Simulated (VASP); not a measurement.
Crystal: BaRe.

```xyz
2
Lattice="3.6392 0.0000 0.0000 0.0000 3.6392 0.0000 0.0000 0.0000 3.6392" Properties=species:S:1:pos:R:3 pbc="T T T"
Ba    0.0000    0.0000    0.0000
Re    1.8196    1.8196    1.8196
```

This cell differs from its parent crystal: volume scaled by 1.020.

Base run:

- Program: VASP 6.6.1
- Functional: PBEsol
- Potentials or basis: VASP PAW PBE potentials, release 64 (Ba_sv, Re)
- Cutoff: 520 eV
- k mesh: 8 × 8 × 8
- Occupations: gaussian, width 0.05 eV
- Spin: no spin polarisation

Its results: pressure 1.2 GPa.

Question: The run is repeated on the same cell with these changes: potentials or basis from VASP PAW PBE potentials, release 64 (Ba_sv, Re) to VASP PAW PBE potentials, release 64 (Ba_sv, Re_sv_GW); cutoff from 520 eV to 500 eV; further incar settings from ALGO = Normal; EDIFF = 1e-06; NBANDS = 16 to ALGO = Normal; EDIFF = 1e-06; NBANDS = 20; valence electrons from 17 to 25. What comes out?

Answer: Pressure 0.6 GPa.

Caveats: the PAW data sets were made with another functional, which shifts forces and pressure a little.
